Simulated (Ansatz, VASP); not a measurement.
## Two plane-wave programs on BaRu3

```
Ba Ru
1.0
     4.09588    0.00000    0.00000
     0.00000    4.09588    0.00000
     0.00000    0.00000    4.09588
Ba Ru
1 3
Direct
  0.00000 0.00000 0.00000
  0.00000 0.50000 0.50000
  0.50000 0.50000 0.00000
  0.50000 0.00000 0.50000
```

Alike in both runs: task single point; functional PBEsol; k mesh 8 × 8 × 8; occupations gaussian, width 0.05 eV; no spin polarisation.

|  | VASP | Ansatz |
| --- | --- | --- |
| version | VASP 6.6.1 | Ansatz 0.2.0 |
| potentials or method | VASP PAW PBE potentials, release 64 (Ba_sv, Ru_sv), cutoff 560 eV | scalar-relativistic, plane waves, PAW |
| valence electrons in the cell | 58 | 58 |

```tsv
	VASP	Ansatz	Ansatz less VASP
gap on the k mesh at the Fermi level (eV)	none	none	-
pressure (GPa)	2.5	-2.6	-5.06
```

VASP's potentials were made for PBE, not for PBEsol. A gap of «none» marks a metal or a gap that the smearing closes. One of these differences is far larger than is usual between the two programs; its cause wasn't traced.

Neither program's run includes spin-orbit coupling.
